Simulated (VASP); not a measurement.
Crystal: Zn.

```xyz
2
Lattice="2.6700 0.0000 0.0000 -1.3350 2.3123 0.0000 0.0000 0.0000 4.9660" Properties=species:S:1:pos:R:3 pbc="T T T"
Zn    1.3350    0.7708    3.7245
Zn    0.0000    1.5415    1.2415
```

```yaml
Program: VASP 6.6.1
Task: relaxation of cell and atoms
Functional: r2SCAN
Potentials_or_basis: VASP PAW PBE potentials, release 64 (Zn)
Cutoff: 600 eV
k_mesh: 11 × 11 × 6
Occupations: fermi-dirac, width 0.05 eV
Spin: no spin polarisation
```

At the start: pressure -4.4 GPa; volume 15.33 Å³/atom.

Question: Where does the relaxation end?

Answer: Over 17 steps the energy falls by 28.1 meV/atom and the volume is 14.17 Å³/atom (-7.6 %); space group P6_3/mmc (No. 194, to 0.1 Å) before and after.

Step by step:
| step | energy change (eV) | largest force (eV/Å) | pressure (GPa) | volume (Å³) |
| --- | --- | --- | --- | --- |
| 1 | 0.0000 | 0.0000 | -4.40 | 30.66 |
| 2 | -0.0271 | 0.0000 | 0.31 | 28.83 |
| 3 | -0.0271 | 0.0000 | 0.02 | 28.91 |
| 4 | -0.0305 | 0.0000 | 0.07 | 28.81 |
| 5 | -0.0399 | 0.0000 | 0.38 | 28.48 |
| 6 | -0.0520 | 0.0000 | 2.01 | 27.76 |
| 7 | 0.0892 | 0.0000 | 10.40 | 26.12 |
| 8 | -0.0520 | 0.0000 | 2.36 | 27.69 |
| 9 | -0.0522 | 0.0000 | 2.04 | 27.72 |
| 10 | -0.0539 | 0.0000 | 1.80 | 27.85 |
| 11 | -0.0540 | 0.0000 | 1.62 | 27.91 |
| 12 | -0.0554 | 0.0000 | 0.92 | 28.09 |
| 13 | -0.0561 | 0.0000 | 0.02 | 28.34 |
| 14 | -0.0560 | 0.0000 | -0.09 | 28.36 |
| 15 | -0.0560 | 0.0000 | 0.01 | 28.35 |
| 16 | -0.0561 | 0.0000 | 0.01 | 28.35 |
| 17 | -0.0561 | 0.0000 | 0.08 | 28.34 |

Final structure:
```
Zn
1.0
     2.70700    0.00000    0.00000
    -1.35350    2.34433    0.00000
     0.00000    0.00000    4.46501
Zn
2
Direct
  0.66667 0.33333 0.75000
  0.33333 0.66667 0.25000
```

Caveat: the PAW data sets were made with another functional, which shifts forces and pressure a little.
